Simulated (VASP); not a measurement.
# NaF (P6_3/mmc) in VASP: further runs

The runs below take NaF through single point, with PBE, LDA, r2SCAN.

All numbers are computed with VASP 6.6.1; they aren't measurements. Logs are shortened: lines on timing, memory, paths and dates and some standing lists are left out, and cuts for length are marked.

### 1 The cell of the first run

The structure is hexagonal, space group P6_3/mmc (No. 194). The conventional cell has a = 3.868 Å, b = 3.868 Å, c = 4.551 Å, α = 90.00°, β = 90.00°, γ = 120.00°. Na (site symmetry -6m2) has 5 F at 2.23 to 2.28 Å within 3.0 Å. Within 3.0 Å of F (site symmetry -6m2) lie 5 Na at 2.23 to 2.28 Å.

### 2 Single point, PBE

File INCAR:

```
SYSTEM = NaF
  ALGO = Normal
  EDIFF = 1E-6
  ENCUT = 600
  GGA = PE
  GGA_COMPAT = .False.
  ISIF = 2
  ISMEAR = 0
  LASPH = .True.
  LCHARG = .False.
  LREAL = .False.
  LWAVE = .False.
  NBANDS = 22
  NELM = 120
  PREC = Accurate
  SIGMA = 0.01
```

File KPOINTS:

```
k-points
0
Gamma
  6 6 4
  0 0 0
```

File POSCAR:

```
NaF
1.0
    3.8680646418      0.0000000000      0.0000000000
   -1.9340323209      3.3498422433      0.0000000000
    0.0000000000      0.0000000000      4.5513806497
Na F
2 2
Direct
    0.3333333333      0.6666666667     -0.0625000000
    0.6666666667      0.3333333333      0.4375000000
    0.3333333333      0.6666666667      0.4375000000
    0.6666666667      0.3333333333      0.9375000000
```

Potentials or basis: VASP PAW PBE potentials, release 64 (Na_pv, F).

Launch:

```bash
> cat potpaw_PBE.64/Na_pv/POTCAR potpaw_PBE.64/F/POTCAR > POTCAR
> mpirun -np 1 vasp_std > vasp.out
```

OUTCAR:

```text
SYSTEM = NaF
   EDIFF = 1E-6
   ENCUT = 600
   GGA = PE
   ISIF = 2
   ISMEAR = 0
   LASPH = .True.
   LREAL = .False.
   NELM = 120
   PREC = Accurate

 ion  position               nearest neighbor table
   1  0.333  0.667  0.938-   4 2.23   4 2.23   4 2.23   3 2.28   3 2.28
   2  0.667  0.333  0.438-   3 2.23   3 2.23   3 2.23   4 2.28   4 2.28
   3  0.333  0.667  0.438-   2 2.23   2 2.23   2 2.23   1 2.28   1 2.28
   4  0.667  0.333  0.938-   1 2.23   1 2.23   1 2.23   2 2.28   2 2.28

  LATTYP: Found a hexagonal cell.
 ALAT       =     3.8680646418
 C/A-ratio  =     1.1766557881

  Lattice vectors:

 A1 = (   3.8680646418,   0.0000000000,   0.0000000000)
 A2 = (  -1.9340323209,   3.3498422433,   0.0000000000)
 A3 = (   0.0000000000,   0.0000000000,   4.5513806497)

Analysis of symmetry for initial positions (statically):
=====================================================================
 Subroutine PRICEL returns:
 Original cell was already a primitive cell.

 Routine SETGRP: Setting up the symmetry group for a
 hexagonal supercell.

 Subroutine GETGRP returns: Found 24 space group operations
 (whereof  6 operations were pure point group operations)
 out of a pool of 24 trial point group operations.

The static configuration has the point symmetry C_3v.
 The point group associated with its full space group is D_6h.

Analysis of symmetry for dynamics (positions and initial velocities):
=====================================================================
 Subroutine PRICEL returns:
 Original cell was already a primitive cell.

 Routine SETGRP: Setting up the symmetry group for a
 hexagonal supercell.

 Subroutine GETGRP returns: Found 24 space group operations
 (whereof  6 operations were pure point group operations)
 out of a pool of 24 trial point group operations.

The dynamic configuration has the point symmetry C_3v.
 The point group associated with its full space group is D_6h.

 Subroutine INISYM returns: Found 24 space group operations
 (whereof  6 operations are pure point group operations),
 and found     1 'primitive' translations

----------------------------------------------------------------------------------------

                                     Primitive cell

  volume of cell :      58.9741

[... 86 lines left out ...]
   ENCUT  =  600.0 eV  44.10 Ry    6.64 a.u.   7.73  7.73  9.09*2*pi/ulx,y,z
   NELM   =    120;   NELMIN=  2; NELMDL= -5     # of ELM steps
   EDIFF  = 0.1E-05   stopping-criterion for ELM
   LREAL  =      F    real-space projection
   EDIFFG = 0.1E-04   stopping-criterion for IOM
   NSW    =      0    number of steps for IOM
   IBRION =     -1    ionic relax: 0-MD 1-quasi-New 2-CG
   NFREE  =      0    steps in history (QN), initial steepest desc. (CG)
   ISIF   =      2    stress and relaxation
   ISYM   =      2    0-nonsym 1-usesym 2-fastsym
   POTIM  = 0.5000    time-step for ionic-motion
   TEBEG  =    0.0;   TEEND  =   0.0 temperature during run
   PSTRESS=    0.0 pullay stress
   NELECT =      28.0000    total number of electrons
   NUPDOWN=      -1.0000    fix difference up-down
   EMIN   =  10.00;   EMAX   =-10.00  energy-range for DOS
   EFERMI =   0.00;   METHOD = LEGACY
   ISMEAR =     0;   SIGMA  =   0.01  broadening in eV -4-tet -1-fermi 0-gaus
   EFERMI_NEDOS =   21; number of points for ismear=-14 and -15
   IALGO  =     38    algorithm
   IMIX   =      4    mixing-type and parameters
     AMIX     =   0.40;   BMIX     =  1.00
     AMIX_MAG =   1.60;   BMIX_MAG =  1.00
  volume/ion in A,a.u.               =      14.74        99.49
  Fermi-wavevector in a.u.,A,eV,Ry     =   1.277146  2.413455 22.192477  1.631101
  Thomas-Fermi vector in A             =   2.409762
   LORBIT       =      0    0 simple, 1 ext, 2 COOP (PROOUT), +10 PAW based schemes
   GGA     = PE    functional components
   LHFCALC =     F    Hartree Fock is set to
   AEXX    =    0.0000 exact exchange contribution
   IVDW    =     0    specifies the selected vdW correction
   LEPSILON=     F    determine dielectric tensor
   LRPA    =     F    only Hartree local field effects (RPA)
 non-spin polarized calculation
 Gauss-broadening in eV      SIGMA  =   0.01
  energy-cutoff  :      600.00
  volume of cell :       58.97
 maximum number of plane-waves:      2010
 NGX is ok and might be reduce to    32
   NGX = 15   NGY = 15   NGZ = 19

 number of electron      28.0000004 magnetization

 Free energy of the ion-electron system (eV)
  ---------------------------------------------------
  ext. energy  EPLUGINS =         0.00000000
  ---------------------------------------------------
  free energy    TOTEN  =       -16.96855425 eV

  energy without entropy =      -16.96855425  energy(sigma->0) =      -16.96855425

 E-fermi :  -2.7493     XC(G=0):  -8.1538

 val. band max:       -2.7955445383   @ k =   0.0000   0.0000   0.0000
 cond. band min:       2.8837667884   @ k =   0.0000   0.0000   0.0000
 fundamental gap:      5.6793113267
 Fermi energy:        -2.7493372712

 k-point     1 :       0.0000    0.0000    0.0000
  band No.  band energies     occupation
      1     -21.9196      2.00000
      2     -21.8854      2.00000
      3     -21.8391      2.00000
      4     -21.8391      2.00000
      5     -21.7886      2.00000
      6     -21.7886      2.00000
[... 514 lines left out ...]
     21      17.2225      0.00000
     22      17.2225      0.00000

------------------------ aborting loop because EDIFF is reached ----------------------------------------

  FORCE on cell =-STRESS in cart. coord.  units (eV):
  Direction    XX          YY          ZZ          XY          YZ          ZX
  --------------------------------------------------------------------------------------
  -------------------------------------------------------------------------------------
  Total        0.8103850      0.8103850      1.0467648      0.0000000     -0.0000000      0.0000000
  in kB       22.0161185     22.0161185     28.4379622      0.0000000     -0.0000000      0.0000000
  external PRESSURE =      24.1567330 kB  Pullay stress =       0.0000000 kB

 VOLUME and BASIS-vectors are now :
 -----------------------------------------------------------------------------
  energy-cutoff  :      600.00
  volume of cell :       58.97
      direct lattice vectors                 reciprocal lattice vectors
     3.868064642  0.000000000  0.000000000     0.258527220  0.149260760  0.000000000
    -1.934032321  3.349842243  0.000000000     0.000000000  0.298521521  0.000000000
     0.000000000  0.000000000  4.551380650     0.000000000  0.000000000  0.219713550

 POSITION                                       TOTAL-FORCE (eV/Angst)
 -----------------------------------------------------------------------------------
     -0.00000      2.23323      4.26692        -0.000000      0.000000     -0.000000
      1.93403      1.11661      1.99123         0.000000     -0.000000     -0.000000
     -0.00000      2.23323      1.99123         0.000000     -0.000000      0.000000
      1.93403      1.11661      4.26692        -0.000000      0.000000      0.000000
 -----------------------------------------------------------------------------------
    total drift:                               -0.000000      0.000000      0.000000

  FREE ENERGIE OF THE ION-ELECTRON SYSTEM (eV)
  ---------------------------------------------------
  free  energy   TOTEN  =       -16.9685542486 eV

  energy  without entropy=      -16.9685542486  energy(sigma->0) =      -16.96855425
```

Run time: 39 s. Hardware: 1 thread of AMD EPYC 7R13, shared host; peak memory 0.15 GiB.

What came out:

| Property | Result |
| --- | --- |
| Free energy | -16.9686 eV |
| Pressure | 2.4 GPa |
| Band gap on the k mesh | 5.68 eV |

### 3 Single point, LDA

File INCAR:

```
SYSTEM = NaF
ALGO = Normal
EDIFF = 1E-6
ENCUT = 600
GGA = CA
GGA_COMPAT = .FALSE.
ISIF = 2
ISMEAR = 0
LASPH = .TRUE.
LCHARG = .FALSE.
LREAL = .FALSE.
LWAVE = .FALSE.
NBANDS = 22
NELM = 120
PREC = Accurate
SIGMA = 0.01
```

File KPOINTS:

```
k-points
0
G
  6 6 4
  0 0 0
```

POSCAR is that of step 2.

Potentials or basis: VASP PAW LDA potentials, release 64 (Na_pv, F).

Launch:

```bash
> cat potpaw_LDA.64/Na_pv/POTCAR potpaw_LDA.64/F/POTCAR > POTCAR
> mpirun -np 1 vasp_std > vasp.out
```

It took 38 s on 1 thread of AMD EPYC 7R13, shared host; peak memory 0.13 GiB.

It converged, with:

- Free energy: -18.3692 eV
- Pressure: -2.6 GPa
- Band gap on the k mesh: 5.37 eV

Stress tensor (GPa, compression positive):
```
-2.49  0.00  0.00
 0.00 -2.49  0.00
 0.00  0.00 -2.95
```

Levels at points of the mesh, in eV from the valence-band top:
| k point | band 10 | band 11 | band 12 | band 13 | band 14 | band 15 | band 16 | band 17 | band 18 | band 19 |
| --- | --- | --- | --- | --- | --- | --- | --- | --- | --- | --- |
| (0.00, 0.00, 0.00) | -0.62 | -0.62 | -0.30 | -0.30 | 0.00 | 5.37 | 12.58 | 12.60 | 15.17 | 15.17 |
| (0.50, 0.00, 0.00) | -0.77 | -0.74 | -0.64 | -0.38 | -0.17 | 8.51 | 10.11 | 12.50 | 14.78 | 15.01 |
| (0.00, 0.00, 0.50) | -0.87 | -0.47 | -0.47 | -0.47 | -0.47 | 7.68 | 7.68 | 16.08 | 16.08 | 16.08 |
| (0.50, 0.00, 0.50) | -1.35 | -0.49 | -0.49 | -0.27 | -0.27 | 9.54 | 9.54 | 12.14 | 12.14 | 15.49 |

### 4 Single point, r2SCAN

POSCAR is that of step 3.

File INCAR.step1:

```
  ALGO = Normal
  EDIFF = 1E-5
  ENCUT = 660
  GGA = PE
  GGA_COMPAT = F
  ISMEAR = 0
  LASPH = T
  LCHARG = F
  LREAL = F
  LWAVE = T
  NBANDS = 22
  NELM = 120
  PREC = Accurate
  SIGMA = 0.01
```

File INCAR.step2:

```
  ALGO = Normal
  EDIFF = 1E-6
  ENCUT = 660
  GGA_COMPAT = F
  ISIF = 2
  ISMEAR = 0
  ISTART = 1
  LASPH = T
  LCHARG = F
  LMIXTAU = T
  LREAL = F
  LWAVE = F
  METAGGA = R2SCAN
  NBANDS = 22
  NELM = 120
  PREC = Accurate
  SIGMA = 0.01
```

File KPOINTS:

```
k-points
0
Gamma
  6 6 4
```

Potentials or basis: VASP PAW PBE potentials, release 64 (Na_pv, F).

Launch:

```bash
> cat potpaw_PBE.64/Na_pv/POTCAR potpaw_PBE.64/F/POTCAR > POTCAR
> cp INCAR.step1 INCAR
> mpirun -np 1 vasp_std > vasp.out
> cp INCAR.step2 INCAR
> mpirun -np 1 vasp_std > vasp.out
```

Run time: 3.8 min. Hardware: 1 thread of AMD EPYC 7R13, shared host; peak memory 0.18 GiB.

It converged, with:

| Quantity | Value |
| --- | --- |
| Free energy | -24.9529 eV |
| Pressure | -0.7 GPa |
| Band gap on the k mesh | 6.35 eV |

Stress tensor (GPa, compression positive):
```
-0.69  0.00  0.00
 0.00 -0.69  0.00
 0.00  0.00 -0.77
```

Levels at points of the mesh, in eV from the valence-band top:
```
           k point  band 12  band 13  band 14  band 15  band 16  band 17
(0.00, 0.00, 0.00)    -0.31    -0.31     0.00     6.35    13.68    13.83
(0.50, 0.00, 0.00)    -0.60    -0.36    -0.18     9.32    11.45    13.44
(0.00, 0.00, 0.50)    -0.46    -0.46    -0.46     8.65     8.65    17.44
(0.50, 0.00, 0.50)    -0.48    -0.27    -0.27    10.44    10.44    13.51
```

Caveat: the PAW data sets were made with another functional, which shifts forces and pressure a little.

### 5 Overview

| level | potentials or basis | cutoff (eV) | gap on the mesh (eV) | pressure (GPa) |
| --- | --- | --- | --- | --- |
| PBE | VASP PAW PBE potentials, release 64 (Na_pv, F) | 600 | 5.68 | 2.4 |
| LDA | VASP PAW LDA potentials, release 64 (Na_pv, F) | 600 | 5.37 | -2.6 |
| r2SCAN | VASP PAW PBE potentials, release 64 (Na_pv, F) | 660 | 6.35 | -0.7 |

Alike in all rows: task single point; no spin polarisation; cell as given; k mesh 6 × 6 × 4; smearing gaussian 0.01 eV.

Caveats: the PAW data sets were made with another functional, which shifts forces and pressure a little (at least some runs).

Absolute energies hang on the potentials; compare differences alone.
